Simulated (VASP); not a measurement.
# TaSi2 (P1) in VASP: notebook, part 3 of 3

VASP 6.6.1. Earlier steps stand in the parts before.

### Step 4. Single point, PBE (atom 1 (Ta) moved by -0.864 Å along [1 0 0] and -0.432 Å along [0 0 1])

Contents of INCAR:

```
  PREC = Accurate
  ENCUT = 520
  EDIFF = 1E-7
  ISMEAR = 0
  SIGMA = 0.15
  LREAL = F
  LASPH = T
  NELM = 60
  ALGO = Normal
  ISIF = 2
  LWAVE = F
  LCHARG = T
  GGA = PE
  LELF = T
  LVHAR = T
  NBANDS = 38
```

Contents of KPOINTS:

```
Automatic mesh
0
Gamma
  9 9 6
```

Contents of POSCAR:

```
TaSi2
1.0
    4.8060235202      0.0000000000      0.0000000000
   -2.4030117601      4.1621384597      0.0000000000
    0.0000000000      0.0000000000      6.5995345254
Ta Si
3 6
Direct
    0.3202255989      0.0000000000     -0.0654591621
    0.5000000000      0.5000000000      0.6666666667
    0.0000000000      0.5000000000      0.3333333333
    0.1589152396      0.3178304793      0.0000000000
    0.8410847604      0.1589152396      0.6666666667
    0.6821695207      0.8410847604      0.3333333333
    0.8410847604      0.6821695207      0.0000000000
    0.1589152396      0.8410847604      0.6666666667
    0.3178304793      0.1589152396      0.3333333333
```

Potentials or basis: VASP PAW PBE potentials, release 64 (Ta_pv, Si).

Started as:

```
$ cat potpaw_PBE.64/Ta_pv/POTCAR potpaw_PBE.64/Si/POTCAR > POTCAR
$ mpirun -np 1 vasp_std > vasp.out
```

OUTCAR:

```text
PREC = Accurate
   ENCUT = 520
   EDIFF = 1E-7
   ISMEAR = 0
   LREAL = F
   LASPH = T
   NELM = 60
   ISIF = 2
   GGA = PE

 ion  position               nearest neighbor table
   1  0.320  0.000  0.935-   8 1.93   7 2.07   4 2.07   9 2.74   2 2.75   5 2.84   4 3.00   7 3.00
                             5 3.28   3 3.37   2 3.42
   2  0.500  0.500  0.667-   4 2.62   7 2.62   6 2.62   9 2.62   8 2.74   5 2.74   8 2.74   5 2.74
                             1 2.75   5 2.84   8 2.84   3 3.26   3 3.26   1 3.42
   3  0.000  0.500  0.333-   4 2.62   7 2.62   5 2.62   8 2.62   9 2.74   6 2.74   9 2.74   6 2.74
                             6 2.84   9 2.84   2 3.26   2 3.26   1 3.37
   4  0.159  0.318  0.000-   1 2.07   5 2.57   9 2.57   3 2.62   2 2.62   7 2.65   7 2.84   7 2.84
                             1 3.00
   5  0.841  0.159  0.667-   4 2.57   6 2.57   3 2.62   8 2.65   2 2.74   2 2.74   2 2.84   1 2.84
                             8 2.84   8 2.84   1 3.28
   6  0.682  0.841  0.333-   7 2.57   5 2.57   2 2.62   9 2.65   3 2.74   3 2.74   3 2.84   9 2.84
                             9 2.84
   7  0.841  0.682  0.000-   1 2.07   8 2.57   6 2.57   3 2.62   2 2.62   4 2.65   4 2.84   4 2.84
                             1 3.00
   8  0.159  0.841  0.667-   1 1.93   7 2.57   9 2.57   3 2.62   5 2.65   2 2.74   2 2.74   2 2.84
                             5 2.84   5 2.84
   9  0.318  0.159  0.333-   4 2.57   8 2.57   2 2.62   6 2.65   1 2.74   3 2.74   3 2.74   3 2.84
                             6 2.84   6 2.84

  LATTYP: Found a hexagonal cell.
 ALAT       =     4.8060235202
 C/A-ratio  =     1.3731798227

  Lattice vectors:

 A1 = (   4.8060235202,   0.0000000000,   0.0000000000)
 A2 = (  -2.4030117601,   4.1621384597,   0.0000000000)
 A3 = (   0.0000000000,   0.0000000000,   6.5995345254)

Analysis of symmetry for initial positions (statically):
=====================================================================
 Subroutine PRICEL returns:
 Original cell was already a primitive cell.

 Routine SETGRP: Setting up the symmetry group for a
 hexagonal supercell.

 Subroutine GETGRP returns: Found  1 space group operations
 (whereof  1 operations were pure point group operations)
 out of a pool of 24 trial point group operations.

The static configuration has the point symmetry C_1 .

Analysis of symmetry for dynamics (positions and initial velocities):
=====================================================================
 Subroutine PRICEL returns:
 Original cell was already a primitive cell.

 Routine SETGRP: Setting up the symmetry group for a
 hexagonal supercell.

 Subroutine GETGRP returns: Found  1 space group operations
 (whereof  1 operations were pure point group operations)
 out of a pool of 24 trial point group operations.

The dynamic configuration has the point symmetry C_1 .

 Subroutine INISYM returns: Found  1 space group operations
 (whereof  1 operations are pure point group operations),
 and found     1 'primitive' translations

----------------------------------------------------------------------------------------

                                     Primitive cell

  volume of cell :     132.0127

  direct lattice vectors                    reciprocal lattice vectors
     4.806023520  0.000000000  0.000000000     0.208072223  0.120130554  0.000000000
    -2.403011760  4.162138460  0.000000000     0.000000000  0.240261108  0.000000000
     0.000000000  0.000000000  6.599534525     0.000000000  0.000000000  0.151525838

[... 81 lines left out ...]
   total plane-waves  NPLWV =  64800
   dimension x,y,z NGX =    36 NGY =   36 NGZ =   50
   dimension x,y,z NGXF=    72 NGYF=   72 NGZF=  100
   ions per type =               3   6
   NGX,Y,Z   is equivalent  to a cutoff of  12.45, 12.45, 12.60 a.u.
   NGXF,Y,Z  is equivalent  to a cutoff of  24.91, 24.91, 25.19 a.u.
 SYSTEM =  unknown system
   PREC   = accura    normal or accurate (medium, high low for compatibility)
   ISTART =      0    job   : 0-new  1-cont  2-samecut
   ICHARG =      2    charge: 1-file 2-atom 10-const
   ISPIN  =      1    spin polarized calculation?
   LNONCOLLINEAR =      F non collinear calculations
   LSORBIT =      F    spin-orbit coupling
   LASPH  =      T    aspherical Exc in radial PAW
   ENCUT  =  520.0 eV  38.22 Ry    6.18 a.u.   8.94  8.94 12.27*2*pi/ulx,y,z
   NELM   =     60;   NELMIN=  2; NELMDL= -5     # of ELM steps
   EDIFF  = 0.1E-06   stopping-criterion for ELM
   LREAL  =      F    real-space projection
   EDIFFG = 0.1E-05   stopping-criterion for IOM
   NSW    =      0    number of steps for IOM
   IBRION =     -1    ionic relax: 0-MD 1-quasi-New 2-CG
   NFREE  =      0    steps in history (QN), initial steepest desc. (CG)
   ISIF   =      2    stress and relaxation
   ISYM   =      2    0-nonsym 1-usesym 2-fastsym
   POTIM  = 0.5000    time-step for ionic-motion
   TEBEG  =    0.0;   TEEND  =   0.0 temperature during run
   PSTRESS=    0.0 pullay stress
   NELECT =      57.0000    total number of electrons
   NUPDOWN=      -1.0000    fix difference up-down
   EMIN   =  10.00;   EMAX   =-10.00  energy-range for DOS
   EFERMI =   0.00;   METHOD = LEGACY
   ISMEAR =     0;   SIGMA  =   0.15  broadening in eV -4-tet -1-fermi 0-gaus
   EFERMI_NEDOS =   21; number of points for ismear=-14 and -15
   IALGO  =     38    algorithm
   IMIX   =      4    mixing-type and parameters
     AMIX     =   0.40;   BMIX     =  1.00
     AMIX_MAG =   1.60;   BMIX_MAG =  1.00
  volume/ion in A,a.u.               =      14.67        98.99
  Fermi-wavevector in a.u.,A,eV,Ry     =   1.237356  2.338263 20.831186  1.531049
  Thomas-Fermi vector in A             =   2.371926
   LORBIT       =      0    0 simple, 1 ext, 2 COOP (PROOUT), +10 PAW based schemes
   GGA     = PE    functional components
   LHFCALC =     F    Hartree Fock is set to
   AEXX    =    0.0000 exact exchange contribution
   IVDW    =     0    specifies the selected vdW correction
   LEPSILON=     F    determine dielectric tensor
   LRPA    =     F    only Hartree local field effects (RPA)
 non-spin polarized calculation
 Gauss-broadening in eV      SIGMA  =   0.15
  energy-cutoff  :      520.00
  volume of cell :      132.01
 maximum number of plane-waves:      3577
   NGX = 17   NGY = 17   NGZ = 25

 number of electron      57.0000009 magnetization

 Free energy of the ion-electron system (eV)
  ---------------------------------------------------
  ext. energy  EPLUGINS =         0.00000000
  ---------------------------------------------------
  free energy    TOTEN  =       -61.74683589 eV

  energy without entropy =      -61.70622786  energy(sigma->0) =      -61.72653187

 E-fermi :   9.0997     XC(G=0): -11.9178

 val. band max:        9.0964323804   @ k =   0.3333   0.2222   0.0000
 cond. band min:       9.1017334405   @ k =   0.2222   0.1111   0.3333
 fundamental gap:      0.0053010601
 Fermi energy:         9.0996515362

 k-point     1 :       0.0000    0.0000    0.0000
  band No.  band energies     occupation
      1     -25.4229      2.00000
      2     -25.3715      2.00000
      3     -25.3405      2.00000
      4     -25.2572      2.00000
      5     -25.1975      2.00000
      6     -25.1759      2.00000
[... 973 lines left out ...]
     37      12.5888      0.00000
     38      13.0537      0.00000

 [... further k-points ...]

------------------------ aborting loop because EDIFF is reached ----------------------------------------

  FORCE on cell =-STRESS in cart. coord.  units (eV):
  Direction    XX          YY          ZZ          XY          YZ          ZX
  --------------------------------------------------------------------------------------
  -------------------------------------------------------------------------------------
  Total       23.3252537     18.9902268     31.3859605      2.3101713      9.3755697      1.2410545
  in kB      283.0878555    230.4756319    380.9169387     28.0374848    113.7869692     15.0621066
  external PRESSURE =     298.1601420 kB  Pullay stress =       0.0000000 kB

 VOLUME and BASIS-vectors are now :
 -----------------------------------------------------------------------------
  energy-cutoff  :      520.00
  volume of cell :      132.01
      direct lattice vectors                 reciprocal lattice vectors
     4.806023520  0.000000000  0.000000000     0.208072223  0.120130554  0.000000000
    -2.403011760  4.162138460  0.000000000     0.000000000  0.240261108  0.000000000
     0.000000000  0.000000000  6.599534525     0.000000000  0.000000000  0.151525838

 POSITION                                       TOTAL-FORCE (eV/Angst)
 -----------------------------------------------------------------------------------
      1.53901      0.00000      6.16753        21.160853      4.949300     12.500348
      1.20151      2.08107      4.39969        -1.651090      0.431244     -1.337345
     -1.20151      2.08107      2.19984        -0.915627      0.546021      0.139275
     -0.00000      1.32285      0.00000        -7.220337      5.745964      2.278996
      3.66040      0.66143      4.39969        -0.845082     -0.116788      0.138777
      1.25739      3.50071      2.19984        -0.808962      0.088220     -0.512056
      2.40301      2.83928      0.00000        -7.147629     -5.791564      1.847495
     -1.25739      3.50071      4.39969        -2.943292     -5.796023    -14.650491
      1.14563      0.66143      2.19984         0.371166     -0.056375     -0.404998
 -----------------------------------------------------------------------------------
    total drift:                                0.000021     -0.000168      0.000229

  FREE ENERGIE OF THE ION-ELECTRON SYSTEM (eV)
  ---------------------------------------------------
  free  energy   TOTEN  =       -61.7468358870 eV

  energy  without entropy=      -61.7062278588  energy(sigma->0) =      -61.72653187
```

Run time: 20 min. Hardware: 1 thread of Intel Xeon Platinum 8375C at 2.90GHz (Ice Lake), shared host; peak memory 0.92 GiB.

What came out:

* Free energy: -61.7468 eV
* Pressure: 29.8 GPa
* Largest force: 25.071 eV/Å
* Band gap on the k mesh: zero (an odd number of electrons rules out a gap without spin polarisation)

Forces on the atoms (eV/Å):
```
Ta   21.161   4.949  12.500
Ta   -1.651   0.431  -1.337
Ta   -0.916   0.546   0.139
Si   -7.220   5.746   2.279
Si   -0.845  -0.117   0.139
Si   -0.809   0.088  -0.512
Si   -7.148  -5.792   1.847
Si   -2.943  -5.796 -14.650
Si    0.371  -0.056  -0.405
```

Caveat: the cell differs from its parent crystal (atom 1 (Ta) moved by -0.864 Å along [1 0 0] and -0.432 Å along [0 0 1]); the stress differs along the axes, from 23 to 38 GPa; spin-orbit coupling is left out, which moves the levels of the heavy elements; an odd number of electrons without spin polarisation forces a metal; a magnetic or distorted state may lie lower.

### Step 5. The runs side by side

```tsv
cell	gap on the mesh (eV)	pressure (GPa)	largest force (eV/Å)
as given, atomic positions A	none	21.6	25.03
as given, atomic positions B	none	20.1	20.26
as given, atomic positions C	none	29.8	25.07
```

Alike in all rows: task single point; level PBE; potentials or basis VASP PAW PBE potentials, release 64 (Ta_pv, Si); no spin polarisation; k mesh 9 × 9 × 6; cutoff (eV) 520; smearing gaussian 0.15 eV.

Caveats: spin-orbit coupling is left out, which moves the levels of the heavy elements; an odd number of electrons without spin polarisation forces a metal; a magnetic or distorted state may lie lower; the stress differs along the axes, from 9 to 38 GPa (at least some runs); the stress differs along the axes, from 12 to 29 GPa (at least some runs); the stress differs along the axes, from 23 to 38 GPa (at least some runs).

Total energies depend on the potentials used, so only differences within one code and one set of settings carry meaning.
